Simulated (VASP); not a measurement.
## Mg8HO8 (a cell with a defect): single point with PBE

Crystal: Mg8HO8 (a cell with a defect).

```
Mg O H
1.0
     0.00000    3.75800    3.75800
     3.75800    0.00000    3.75800
     3.75800    3.75800    0.00000
Mg O H
8 8 1
Cartesian
  0.1337 0.0371 -0.0702
  1.8445 1.7523 -0.0613
  1.9009 -0.0267 1.8422
  3.7587 1.8733 1.8461
  -0.0031 1.8770 1.8422
  1.8704 3.7605 1.9318
  1.8893 1.8620 3.7333
  3.7756 3.7477 3.7285
  1.8793 1.8670 1.8373
  3.7635 3.7522 1.8298
  3.7606 1.8765 3.7216
  5.6932 3.7030 3.7554
  1.9364 3.7032 3.7530
  3.7420 5.6539 3.7270
  3.7737 3.7549 5.6002
  5.6353 5.6165 5.6052
  2.5447 3.1134 0.5050
```

```
Program                : VASP 6.6.1
Task                   : single point
Functional             : PBE
Potentials or basis    : VASP PAW PBE potentials, release 64 (Mg, O, H)
Cutoff                 : 520 eV
k mesh                 : 3 × 3 × 3
Occupations            : fermi-dirac, width 0.02 eV
Spin                   : no spin polarisation
Dipole correction      : no
Charge                 : 1
Further INCAR settings : LREAL = Auto; ALGO = Normal; EDIFF = 1e-06; NBANDS = 46; NELECT = 64.0
```

```yaml
Largest_force: 0.318 eV/Å
```

Forces in eV/Å, atoms in the order of the input:
```
Mg  -0.003 -0.037 -0.013
Mg   0.031 -0.028 -0.050
Mg   0.002  0.008 -0.019
Mg   0.025 -0.009 -0.014
Mg   0.010  0.004 -0.031
Mg  -0.014  0.041  0.055
Mg   0.024  0.015 -0.017
Mg  -0.016 -0.024 -0.001
O    0.019  0.033 -0.042
O   -0.004 -0.001 -0.016
O    0.011 -0.006 -0.021
O   -0.090  0.095 -0.071
O    0.012 -0.016  0.018
O    0.035 -0.032 -0.028
O   -0.007 -0.005 -0.023
O    0.018  0.024 -0.035
H   -0.054 -0.060  0.307
```

Levels at points of the mesh, in eV from the Fermi level:
```
           k point  band 28  band 29  band 30  band 31  band 32  band 33  band 34  band 35  band 36  band 37
(0.00, 0.00, 0.00)    -1.39    -1.34    -0.51    -0.47    -0.47     5.64     8.44     8.88     8.92     9.37
```

It took 100 s on 1 thread of AMD EPYC 9R45 96-Core Processor (Zen 5), on a shared host, peak memory 0.22 GiB.

Caveat: the k points lie up to 0.48 Å⁻¹ apart; the cell carries a net charge on a neutralising background, which shifts energy and pressure; the cell is charged against a uniform background, so pressure and absolute levels hang on convention.
